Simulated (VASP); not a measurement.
Input of a VASP 6.6.1 run:

File INCAR:

```
PREC     = Accurate       # precision mode
ENCUT    = 520            # plane-wave cutoff, eV
EDIFF    = 1E-6           # SCF threshold, eV
ISMEAR   = 0              # smearing method
SIGMA    = 0.02           # smearing width, eV
LREAL    = False          # projectors in reciprocal space
LASPH    = True           # aspherical terms in the spheres
NELM     = 150            # most SCF steps
ALGO     = Normal         # electronic algorithm
ISIF     = 2              # what is computed and relaxed
LWAVE    = False          # write WAVECAR
LCHARG   = False          # write CHGCAR
LMAXMIX  = 4              # l up to which the mixer works
LDAU     = True           # DFT+U
LDAUTYPE = 2            
LDAUL    = -1 2 -1        # shell
LDAUU    = 0 4 0          # U, eV
LDAUJ    = 0 0 0        
LDAUPRINT= 1            
GGA      = PE             # functional
NBANDS   = 51             # bands
```

The input KPOINTS:

```
Automatic mesh
0
Gamma
  6 4 4
```

File POSCAR:

```
BaTiO3
1.0
    4.0873255918      0.0000000000      0.0000000000
    0.0000000000      5.8621338316      0.0000000000
    0.0000000000      0.0000000000      5.7311942734
Ba Ti O
2 2 6
Direct
    0.0000000000      0.5000000000      0.5058156610
    0.0000000000      0.0000000000      0.0058156610
    0.5000000000      0.5000000000      0.0190568882
    0.5000000000      0.0000000000      0.5190568882
    0.5000000000      0.7424549481      0.2331637311
    0.5000000000      0.2575450519      0.2331637311
    0.0000000000      0.5000000000      0.9886999886
    0.5000000000      0.2424549481      0.7331637311
    0.5000000000      0.7575450519      0.7331637311
    0.0000000000      0.0000000000      0.4886999886
```

Potentials or basis: VASP PAW PBE potentials, release 64 (Ba_sv, Ti_sv, O).

Command:

```sh
$ cat potpaw_PBE.64/Ba_sv/POTCAR potpaw_PBE.64/Ti_sv/POTCAR potpaw_PBE.64/O/POTCAR > POTCAR
$ mpirun -np 1 vasp_std > vasp.out
```

(1) Predict the pressure.

(2) Estimate the band gap on the k mesh.

(3) Predict the largest force.

Answers

(1) -0.6 GPa.

(2) 2.54 eV.

(3) 0.668 eV/Å.

Caveat: spin-orbit coupling is left out, which moves the levels of the heavy elements.
